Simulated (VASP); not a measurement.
ZnH3: relaxation of cell and atoms with PBE

Crystal: ZnH3.

```
Zn H
1.0
     3.15988    0.00000    0.00000
     0.00000    3.15988    0.00000
     0.00000    0.00000    3.15988
Zn H
1 3
Direct
  0.00000 0.00000 0.00000
  0.00000 0.50000 0.50000
  0.50000 0.00000 0.50000
  0.50000 0.50000 0.00000
```

- Program: VASP 6.6.1
- Task: relaxation of cell and atoms
- Functional: PBE
- Potentials or basis: VASP PAW PBE potentials, release 64 (Zn, H)
- Cutoff: 600 eV
- k mesh: 6 × 6 × 6
- Occupations: gaussian, width 0.1 eV
- Spin: no spin polarisation
- Dipole correction: no
- Further INCAR settings: ALGO = Normal; EDIFF = 1e-06; IBRION = 2; EDIFFG = -0.04; NSW = 90; ISIF = 3

```yaml
Relaxed_volume: 6.33 Å³/atom
Relaxed_cell: a = 2.936 Å, b = 2.936 Å, c = 2.936 Å, α = 90.00°, β = 90.00°, γ = 90.00°
Space_group_after_relaxing_to_0.1_Å: Pm-3m (No. 221)
Energy_gained_by_relaxing: 74.0 meV/atom
Ionic_steps: 4
Pressure_after_relaxing: 0.4 GPa
Band_gap_on_the_k_mesh: zero (an odd number of electrons rules out a gap without spin polarisation)
```

Step by step:
```csv
step,energy change (eV),largest force (eV/Å),pressure (GPa),volume (Å³)
1,0.0000,0.0000,-12.93,31.55
2,-0.1945,0.0000,-8.87,28.73
3,-0.2935,0.0000,-1.75,25.90
4,-0.2962,0.0000,0.42,25.31
```

Final structure:
```xyz
4
Lattice="2.9362 0.0000 0.0000 0.0000 2.9362 0.0000 0.0000 0.0000 2.9362" Properties=species:S:1:pos:R:3 pbc="T T T"
Zn    0.0000    0.0000    0.0000
H     0.0000    1.4681    1.4681
H     1.4681    0.0000    1.4681
H     1.4681    1.4681    0.0000
```

Levels at points of the mesh, in eV from the Fermi level:
| k point | band 4 | band 5 | band 6 | band 7 | band 8 | band 9 | band 10 | band 11 |
| --- | --- | --- | --- | --- | --- | --- | --- | --- |
| (0.00, 0.00, 0.00) | -6.79 | -6.79 | -6.79 | 2.30 | 2.30 | 7.12 | 7.12 | 7.12 |
| (0.50, 0.00, 0.00) | -7.01 | -7.01 | -6.77 | -5.65 | 2.58 | 8.06 | 10.80 | 10.80 |
| (0.50, 0.50, 0.00) | -6.97 | -6.61 | -4.53 | -4.53 | -1.75 | -0.65 | 10.98 | 10.98 |
| (0.50, 0.50, 0.50) | -6.60 | -6.60 | -0.48 | -0.48 | -0.48 | 2.30 | 2.30 | 2.30 |

It took 22 s on 1 thread of Intel(R) Xeon(R) Platinum 8488C (Sapphire Rapids), on a shared host, peak memory 0.16 GiB.

Caveat: the volume moved by over 15 % at a fixed basis, so the end points are rough.
